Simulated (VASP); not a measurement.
# CoO (F-43m) in VASP: notebook, part 2 of 2

VASP 6.6.1. Earlier steps stand in the parts before.

## Step 3: Single point, PBE, collinear spin, ferromagnetic start

The input, INCAR:

```
PREC = Accurate
ENCUT = 520
EDIFF = 1E-6
ISMEAR = 0
SIGMA = 0.1
LREAL = F
LASPH = T
NELM = 150
ALGO = Normal
ISIF = 2
LWAVE = F
LCHARG = F
ISPIN = 2
MAGMOM = 3 0
LORBIT = 11
LMAXMIX = 4
GGA = PE
NBANDS = 18
```

The input, KPOINTS:

```
Automatic mesh
0
Gamma
  16 16 16
```

The input, POSCAR:

```
CoO
1.0
    0.0000000000      2.2499728228      2.2499728228
    2.2499728228      0.0000000000      2.2499728228
    2.2499728228      2.2499728228      0.0000000000
Co O
1 1
Direct
    0.0000000000      0.0000000000      0.0000000000
    0.2500000000      0.2500000000      0.2500000000
```

Potentials or basis: VASP PAW PBE potentials, release 64 (Co, O).

Started as:

```console
$ cat potpaw_PBE.64/Co/POTCAR potpaw_PBE.64/O/POTCAR > POTCAR
$ mpirun -np 1 vasp_std > vasp.out
```

OUTCAR:

```text
PREC = Accurate
   ENCUT = 520
   EDIFF = 1E-6
   ISMEAR = 0
   LREAL = F
   LASPH = T
   NELM = 150
   ISIF = 2
   ISPIN = 2
   LORBIT = 11
   GGA = PE

 ion  position               nearest neighbor table
   1  0.000  0.000  0.000-   2 1.95   2 1.95   2 1.95   2 1.95
   2  0.250  0.250  0.250-   1 1.95   1 1.95   1 1.95   1 1.95

  LATTYP: Found a face centered cubic cell.
 ALAT       =     4.4999456456

  Lattice vectors:

 A1 = (   0.0000000000,   2.2499728228,   2.2499728228)
 A2 = (   2.2499728228,   0.0000000000,   2.2499728228)
 A3 = (   2.2499728228,   2.2499728228,   0.0000000000)

Analysis of symmetry for initial positions (statically):
=====================================================================
 Subroutine PRICEL returns:
 Original cell was already a primitive cell.

 Routine SETGRP: Setting up the symmetry group for a
 face centered cubic supercell.

 Subroutine GETGRP returns: Found 24 space group operations
 (whereof 24 operations were pure point group operations)
[... 689 lines left out ...]
     18      29.5668      0.00000

 [... further k-points ...]

 spin component 2

 k-point     1 :       0.0000    0.0000    0.0000
  band No.  band energies     occupation
      1     -13.4727      1.00000
      2       1.0878      1.00000
      3       1.0878      1.00000
      4       1.0879      1.00000
      5       5.5066      1.00000
      6       5.5068      1.00000
[... 493 lines left out ...]
     17      28.6596      0.00000
     18      30.0287      0.00000

 [... further k-points ...]
[... 5 lines left out ...]
  --------------------------------------------------------------------------------------
  -------------------------------------------------------------------------------------
  Total       -0.0194893     -0.0194893     -0.0194893     -0.0000000      0.0000000     -0.0000000
  in kB       -1.3707063     -1.3707063     -1.3707063     -0.0000000      0.0000000     -0.0000000
  external PRESSURE =      -1.3707063 kB  Pullay stress =       0.0000000 kB

 VOLUME and BASIS-vectors are now :
 -----------------------------------------------------------------------------
  energy-cutoff  :      520.00
  volume of cell :       22.78
      direct lattice vectors                 reciprocal lattice vectors
     0.000000000  2.249972823  2.249972823    -0.222224906  0.222224906  0.222224906
     2.249972823  0.000000000  2.249972823     0.222224906 -0.222224906  0.222224906
     2.249972823  2.249972823  0.000000000     0.222224906  0.222224906 -0.222224906

 POSITION                                       TOTAL-FORCE (eV/Angst)
 -----------------------------------------------------------------------------------
      0.00000      0.00000      0.00000         0.000000      0.000000     -0.000000
      1.12499      1.12499      1.12499        -0.000000     -0.000000      0.000000
 -----------------------------------------------------------------------------------
    total drift:                                0.000000      0.000000      0.000000

  FREE ENERGIE OF THE ION-ELECTRON SYSTEM (eV)
  ---------------------------------------------------
  free  energy   TOTEN  =       -13.3731706206 eV

  energy  without entropy=      -13.3637166466  energy(sigma->0) =      -13.36844363

 total charge

# of ion       s       p       d       tot
------------------------------------------
    1        0.346   0.451   7.209   8.006
    2        1.552   3.439   0.000   4.991
--------------------------------------------------
tot          1.899   3.890   7.209  12.997

 magnetization (x)

# of ion       s       p       d       tot
------------------------------------------
    1        0.018   0.050   2.299   2.367
    2        0.021   0.271   0.000   0.292
--------------------------------------------------
tot          0.039   0.321   2.299   2.659
```

OSZICAR:

```text
N       E                     dE             d eps       ncg     rms          rms(c)
DAV:   1     0.818232372661E+02    0.81823E+02   -0.69899E+03 10672   0.956E+02
DAV:   2    -0.109369664003E+02   -0.92760E+02   -0.79684E+02 11008   0.221E+02
DAV:   3    -0.163631313902E+02   -0.54262E+01   -0.52861E+01 12150   0.578E+01
DAV:   4    -0.164247045571E+02   -0.61573E-01   -0.61532E-01 12436   0.587E+00
DAV:   5    -0.164263625013E+02   -0.16579E-02   -0.16578E-02 12844   0.971E-01    0.173E+01
DAV:   6    -0.158058431422E+02    0.62052E+00   -0.29048E+01 12232   0.726E+01    0.241E+01
DAV:   7    -0.133859734600E+02    0.24199E+01   -0.14190E+01 12482   0.602E+01    0.771E+00
DAV:   8    -0.133963146981E+02   -0.10341E-01   -0.54284E-01 11530   0.685E+00    0.434E+00
DAV:   9    -0.133682577197E+02    0.28057E-01   -0.16591E-01 14706   0.532E+00    0.130E+00
DAV:  10    -0.133744260834E+02   -0.61684E-02   -0.37892E-02 13200   0.193E+00    0.429E-01
DAV:  11    -0.133730659089E+02    0.13602E-02   -0.73931E-03 14244   0.102E+00    0.191E-01
DAV:  12    -0.133731335453E+02   -0.67636E-04   -0.72836E-04 11386   0.235E-01    0.520E-02
DAV:  13    -0.133731571075E+02   -0.23562E-04   -0.88097E-05 12764   0.888E-02    0.510E-02
DAV:  14    -0.133731719548E+02   -0.14847E-04   -0.41335E-05 11210   0.511E-02    0.132E-02
DAV:  15    -0.133731707382E+02    0.12166E-05   -0.51398E-06 12706   0.269E-02    0.458E-03
DAV:  16    -0.133731706206E+02    0.11761E-06   -0.70674E-07  7624   0.121E-02
   1 F= -.13373171E+02 E0= -.13368444E+02  d E =-.945397E-02  mag=     2.7467
```

stdout:

```text
POSCAR found type information on POSCAR CoO
 POSCAR found :  2 types and       2 ions
 scaLAPACK will be used
 LDA part: xc-table for (Slater+PW92), standard interpolation
 POSCAR, INCAR and KPOINTS ok, starting setup
 FFT: planning ... GRIDC
 FFT: planning ... GRID_SOFT
 FFT: planning ... GRID
 WAVECAR not read
 entering main loop
```

It took 36 s on 1 thread of Intel Xeon 6975P-C (Granite Rapids), shared host; peak memory 0.21 GiB.

Results:

```
Free energy                                           : -13.3732 eV
Pressure                                              : -0.1 GPa
Net moment                                            : 2.75 μB per cell
Site moments                                          : Co +2.37; O +0.29 μB
Valence electrons inside the program's atomic spheres : Co 8.01; O 4.99
```

Caveat: a cell with one magnetic atom can't hold antiferromagnetic order, which such compounds often take; semilocal functionals often make such compounds metallic where correlation or magnetic order opens a gap, which also shifts bond lengths. With open d or f shells a metallic result of PBE can be an artefact of self-interaction; +U or a hybrid may open a gap.

## Step 4: Single point, PBE, collinear spin, ferromagnetic start

The input, INCAR:

```
PREC = Accurate ; ENCUT = 520
EDIFF = 1E-7 ; ISMEAR = 0
SIGMA = 0.1 ; LREAL = False
LASPH = True ; NELM = 150
ALGO = Normal ; ISIF = 2
LWAVE = False ; LCHARG = False
ISPIN = 2 ; MAGMOM = 4.5 0
LORBIT = 11 ; LMAXMIX = 4
GGA = PE ; NBANDS = 18
```

KPOINTS is that of step 3.

POSCAR is that of step 3.

Started as:

```console
$ cat potpaw_PBE.64/Co/POTCAR potpaw_PBE.64/O/POTCAR > POTCAR
$ mpirun -np 1 vasp_std > vasp.out
```

Run time: 39 s. Hardware: 1 thread of Intel Xeon 6975P-C (Granite Rapids), shared host; peak memory 0.22 GiB.

The run converged. Its results:

| Quantity | Value |
| --- | --- |
| Free energy | -13.3732 eV |
| Pressure | -0.1 GPa |
| Net moment | 2.75 μB per cell |
| Site moments | Co +2.37; O +0.29 μB |
| Valence electrons inside the program's atomic spheres | Co 8.01; O 4.99 |

Levels at points of the mesh, in eV from the Fermi level:
Spin up:
| k point | band 6 | band 7 | band 8 | band 9 | band 10 | band 11 | band 12 | band 13 |
| --- | --- | --- | --- | --- | --- | --- | --- | --- |
| (0.00, 0.00, 0.00) | -2.19 | 0.20 | 0.33 | 0.33 | 0.33 | 14.26 | 14.26 | 14.26 |
| (0.50, 0.00, 0.00) | -2.14 | -2.14 | -0.51 | -0.51 | 5.77 | 7.05 | 13.69 | 13.69 |
| (0.50, 0.50, 0.00) | -1.87 | -1.75 | -1.75 | -1.49 | 5.23 | 10.00 | 11.18 | 14.35 |
Spin down:
| k point | band 4 | band 5 | band 6 | band 7 | band 8 | band 9 |
| --- | --- | --- | --- | --- | --- | --- |
| (0.00, 0.00, 0.00) | -4.95 | -0.53 | -0.53 | 0.70 | 2.66 | 2.66 |
| (0.50, 0.00, 0.00) | -4.73 | -0.29 | -0.29 | 0.27 | 1.76 | 1.76 |
| (0.50, 0.50, 0.00) | -4.47 | -0.76 | -0.15 | 0.01 | 0.98 | 0.98 |

Caveat: a cell with one magnetic atom can't hold antiferromagnetic order, which such compounds often take; semilocal functionals often make such compounds metallic where correlation or magnetic order opens a gap, which also shifts bond lengths. With open d or f shells a metallic result of PBE can be an artefact of self-interaction; +U or a hybrid may open a gap.

## Step 5: Single point, PBE, collinear spin, ferromagnetic start

The input, INCAR:

```
  ALGO = Normal
  EDIFF = 1E-7
  ENCUT = 520
  GGA = PE
  ISIF = 2
  ISMEAR = 0
  ISPIN = 2
  LASPH = True
  LCHARG = True
  LELF = True
  LMAXMIX = 4
  LORBIT = 11
  LREAL = False
  LVHAR = True
  LWAVE = False
  MAGMOM = 0.5 0
  NBANDS = 18
  NELM = 150
  PREC = Accurate
  SIGMA = 0.1
```

The input, KPOINTS:

```
k-points
0
Gamma
  16 16 16
```

POSCAR is that of step 4.

Potentials or basis: VASP PAW PBE potentials, release 64 (Co, O).

Started as:

```console
$ cat potpaw_PBE.64/Co/POTCAR potpaw_PBE.64/O/POTCAR > POTCAR
$ mpirun -np 1 vasp_std > vasp.out
```

OUTCAR:

```text
EDIFF = 1E-7
   ENCUT = 520
   GGA = PE
   ISIF = 2
   ISMEAR = 0
   ISPIN = 2
   LASPH = True
   LORBIT = 11
   LREAL = False
   NELM = 150
   PREC = Accurate

 ion  position               nearest neighbor table
   1  0.000  0.000  0.000-   2 1.95   2 1.95   2 1.95   2 1.95
   2  0.250  0.250  0.250-   1 1.95   1 1.95   1 1.95   1 1.95

  LATTYP: Found a face centered cubic cell.
 ALAT       =     4.4999456456

  Lattice vectors:

 A1 = (   0.0000000000,   2.2499728228,   2.2499728228)
 A2 = (   2.2499728228,   0.0000000000,   2.2499728228)
 A3 = (   2.2499728228,   2.2499728228,   0.0000000000)
[... 1221 lines left out ...]

 VOLUME and BASIS-vectors are now :
 -----------------------------------------------------------------------------
  energy-cutoff  :      520.00
  volume of cell :       22.78
      direct lattice vectors                 reciprocal lattice vectors
     0.000000000  2.249972823  2.249972823    -0.222224906  0.222224906  0.222224906
     2.249972823  0.000000000  2.249972823     0.222224906 -0.222224906  0.222224906
     2.249972823  2.249972823  0.000000000     0.222224906  0.222224906 -0.222224906

 POSITION                                       TOTAL-FORCE (eV/Angst)
 -----------------------------------------------------------------------------------
      0.00000      0.00000      0.00000         0.000000      0.000000      0.000000
      1.12499      1.12499      1.12499        -0.000000     -0.000000     -0.000000
 -----------------------------------------------------------------------------------
    total drift:                                0.000000      0.000000      0.000000

  FREE ENERGIE OF THE ION-ELECTRON SYSTEM (eV)
  ---------------------------------------------------
  free  energy   TOTEN  =       -13.3731705028 eV

  energy  without entropy=      -13.3637082162  energy(sigma->0) =      -13.36843936

 total charge

# of ion       s       p       d       tot
------------------------------------------
    1        0.346   0.451   7.209   8.006
    2        1.552   3.439   0.000   4.992
--------------------------------------------------
tot          1.899   3.890   7.209  12.997

 magnetization (x)

# of ion       s       p       d       tot
------------------------------------------
    1        0.018   0.050   2.299   2.367
    2        0.021   0.271   0.000   0.292
--------------------------------------------------
tot          0.039   0.321   2.299   2.659
```

Wall time 47 s (1 thread of Intel Xeon 6975P-C (Granite Rapids), shared host); peak memory 0.22 GiB.

What came out:

| Item | Value |
| --- | --- |
| Free energy | -13.3732 eV |
| Pressure | -0.1 GPa |
| Net moment | 2.75 μB per cell |
| Site moments | Co +2.37; O +0.29 μB |
| Valence electrons inside the program's atomic spheres | Co 8.01; O 4.99 |

Levels at points of the mesh, in eV from the Fermi level:
Spin up:
```tsv
k point	band 7	band 8	band 9	band 10	band 11	band 12
(0.00, 0.00, 0.00)	0.20	0.33	0.33	0.33	14.26	14.26
(0.50, 0.00, 0.00)	-2.13	-0.51	-0.51	5.77	7.05	13.69
(0.50, 0.50, 0.00)	-1.75	-1.75	-1.49	5.23	10.00	11.18
```
Spin down:
```tsv
k point	band 3	band 4	band 5	band 6	band 7	band 8	band 9	band 10
(0.00, 0.00, 0.00)	-4.95	-4.95	-0.53	-0.53	0.70	2.66	2.66	2.66
(0.50, 0.00, 0.00)	-4.73	-4.73	-0.29	-0.29	0.27	1.76	1.76	6.24
(0.50, 0.50, 0.00)	-4.47	-4.47	-0.76	-0.15	0.01	0.98	0.98	6.25
```

Caveat: a cell with one magnetic atom can't hold antiferromagnetic order, which such compounds often take; semilocal functionals often make such compounds metallic where correlation or magnetic order opens a gap, which also shifts bond lengths. With open d or f shells a metallic result of PBE can be an artefact of self-interaction; +U or a hybrid may open a gap.
